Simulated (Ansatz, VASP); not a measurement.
## One calculation of Te2Pt, two programs

File INCAR:

```
PREC = Accurate
ENCUT = 500
EDIFF = 1E-6
ISMEAR = 0
SIGMA = 0.1
LREAL = F
LASPH = T
NELM = 120
ALGO = Normal
ISIF = 2
LWAVE = F
LCHARG = F
GGA = PE
IVDW = 12
NBANDS = 18
GGA_COMPAT = F
```

KPOINTS

```
Automatic mesh
0
Gamma
  12 12 8
```

The input POSCAR:

```
Te2Pt
1.0
    4.0100000000      0.0000000000      0.0000000000
   -2.0050000000      3.4727618692      0.0000000000
    0.0000000000      0.0000000000      5.2010000000
Te Pt
2 1
Direct
    0.3333333333      0.6666666667      0.2500000000
    0.6666666667      0.3333333333      0.7500000000
    0.0000000000      0.0000000000      0.0000000000
```

Input for Ansatz:

```yaml
crystal:
  lattice:
    - [4.01, 0.0, 0.0]
    - [-2.005, 3.4727618692, 0.0]
    - [0.0, 0.0, 5.201]
  atoms:
    - { symbol: Te, position: [0.3333333333, 0.6666666667, 0.25] }
    - { symbol: Te, position: [0.6666666667, 0.3333333333, 0.75] }
    - { symbol: Pt, position: [0.0, 0.0, 0.0] }
basis:
  ecutwfc: 420
kpoints:
  mp_grid: { grid: [12, 12, 8] }
hamiltonian:
  xc: pbe
  dispersion: d3bj
scf:
  occupations: { method: gaussian, width: 0.1 }
output:
  forces: true
  stress: true
  eigenvalues: true
  populations: true
```

Alike in both runs: task single point; functional PBE; dispersion D3(BJ); k mesh 12 × 12 × 8; occupations gaussian, width 0.1 eV; no spin polarisation.

```csv
,VASP,Ansatz
version,VASP 6.6.1,Ansatz 0.2.0
potentials or method,"VASP PAW PBE potentials, release 64 (Te, Pt), cutoff 500 eV","scalar-relativistic, plane waves, PAW"
valence electrons in the cell,22,50
```

```tsv
	VASP	Ansatz	Ansatz less VASP
gap on the k mesh at the Fermi level (eV)	none	none	-
pressure (GPa)	4.6	4.8	+0.20
traceless stress, the component that is largest in VASP (GPa)	-1.11	-1.16	-0.054
rms of the force components (eV/Å)	0.487	0.490	+0.0034
```

Atom by atom the forces differ by 0.003 eV/Å (rms over components). A gap of «none» marks a metal or a gap that the smearing closes. VASP's potentials hold 22 valence electrons a cell and Ansatz's 50, so a difference there can come from the potentials and not from the codes.

Spin-orbit coupling is off throughout.
